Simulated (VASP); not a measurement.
Wanted: the native input for a VASP 6.6.1 run.

```
Task                   : single point
Functional             : BLYP
Potentials or basis    : VASP PAW PBE potentials, release 64 (Sb)
Cutoff                 : 520 eV
k mesh                 : 7 × 7 × 11
Occupations            : fermi-dirac, width 0.1 eV
Spin                   : no spin polarisation
Dipole correction      : no
Further INCAR settings : ALGO = Normal; EDIFF = 1e-06; NBANDS = 14
```

The structure of Sb lies in POSCAR:

```
Sb
1.0
    5.7078300414      0.0000000000      0.0000000000
   -2.8539150207      4.9431258164      0.0000000000
    0.0000000000      0.0000000000      3.3730674172
Sb
3
Direct
    0.0000000000      0.0000000000      1.0000000000
    0.3333333333      0.6666666667      0.5000000000
    0.6666666667      0.3333333333      0.5000000000
```

This cell differs from its parent crystal: volume scaled by 1.04.

The input as run:

INCAR

```
AGGAC    = 1.0          
AGGAX    = 1.0          
ALDAC    = 0.0          
ALDAX    = 1.0          
ALGO     = Normal         # electronic algorithm
EDIFF    = 1E-6           # SCF threshold, eV
ENCUT    = 520            # plane-wave cutoff, eV
GGA      = B5             # functional
ISIF     = 2              # what is computed and relaxed
ISMEAR   = -1             # smearing method
LASPH    = T              # aspherical terms in the spheres
LCHARG   = T              # write CHGCAR
LELF     = T              # ELF
LREAL    = F              # projectors in reciprocal space
LVHAR    = T            
LWAVE    = F              # write WAVECAR
NBANDS   = 14             # bands
NELM     = 100            # most SCF steps
PREC     = Accurate       # precision mode
SIGMA    = 0.1            # smearing width, eV
```

KPOINTS

```
k-points
0
Gamma
  7 7 11
```

Potentials or basis: VASP PAW PBE potentials, release 64 (Sb).

Command:

```sh
$ cat potpaw_PBE.64/Sb/POTCAR > POTCAR
$ mpirun -np 1 vasp_std > vasp.out
```

It gave:

```json
{
 "Pressure": "-1.5 GPa"
}
```

Caveat: the PAW data sets were made with another functional, which shifts forces and pressure a little.

It took 110 s on 1 thread of AMD EPYC 7R13 Processor (Zen 3) (shared host), peak memory 0.19 GiB.
